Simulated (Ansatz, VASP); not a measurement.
# One calculation of MgBe2Te2O, two programs

Contents of INCAR:

```
  PREC = Accurate
  ENCUT = 520
  EDIFF = 1E-7
  ISMEAR = 0
  SIGMA = 0.1
  LREAL = False
  LASPH = True
  NELM = 100
  ALGO = Normal
  ISIF = 2
  LWAVE = False
  LCHARG = True
  GGA = PE
  LELF = True
  LVHAR = True
  NBANDS = 21
```

File KPOINTS:

```
regular mesh
0
Gamma
  4 4 4
```

File POSCAR:

```
MgBe2Te2O
1.0
    4.2309887100      0.0000000000      0.0000000000
    0.0000000000      4.2309887100      0.0000000000
    0.0000000000      0.0000000000      5.6089285400
Mg Be Te O
1 2 2 1
Direct
    0.0000000000      0.0000000000      0.5000000000
    0.0000000000      0.5000000000      0.0000000000
    0.5000000000      0.0000000000      0.0000000000
    0.5000000000      0.5000000000      0.2710129900
    0.5000000000      0.5000000000      0.7289870100
    0.0000000000      0.0000000000      0.0000000000
```

Input for Ansatz:

```yaml
crystal:
  lattice:
    - [4.23098871, 0.0, 0.0]
    - [0.0, 4.23098871, 0.0]
    - [0.0, 0.0, 5.60892854]
  atoms:
    - { symbol: Mg, position: [0.0, 0.0, 0.5] }
    - { symbol: Be, position: [0.0, 0.5, 0.0] }
    - { symbol: Be, position: [0.5, 0.0, 0.0] }
    - { symbol: Te, position: [0.5, 0.5, 0.27101299] }
    - { symbol: Te, position: [0.5, 0.5, 0.72898701] }
    - { symbol: O, position: [0.0, 0.0, 0.0] }
basis:
  ecutwfc: 420
kpoints:
  mp_grid: { grid: [4, 4, 4] }
hamiltonian:
  xc: pbe
scf:
  occupations: { method: gaussian, width: 0.1 }
  lower_state_search: "off"
output:
  forces: true
  stress: true
  eigenvalues: true
```

Change from the starting cell: species swapped into the YCr2Si2C type (P4/mmm, No. 123).

Alike in both runs: task single point; functional PBE; k mesh 4 × 4 × 4; occupations gaussian, width 0.1 eV; no spin polarisation.

|  | VASP | Ansatz |
| --- | --- | --- |
| version | VASP 6.6.1 | Ansatz 0.2.0 |
| potentials or method | VASP PAW PBE potentials, release 64 (Mg, Be, Te, O), cutoff 520 eV | scalar-relativistic, plane waves, PAW |
| valence electrons in the cell | 24 | 52 |

Ansatz gave:

* gap on the k mesh at the Fermi level (eV): none
* pressure (GPa): 5.4
* traceless stress, the component that is largest in VASP (GPa): 16.19
* rms of the force components (eV/Å): 1.006

Which values does VASP return?

gap on the k mesh at the Fermi level (eV): none; pressure (GPa): 5.5; traceless stress, the component that is largest in VASP (GPa): 16.36; rms of the force components (eV/Å): 1.020.

Atom by atom the forces differ by 0.014 eV/Å (rms over components). A gap of «none» marks a metal or a gap that the smearing closes. VASP's potentials hold 24 valence electrons a cell and Ansatz's 52, so a difference there can come from the potentials and not from the codes.

The k mesh is coarse, so the values compare programs but aren't converged. Neither program's run includes spin-orbit coupling.
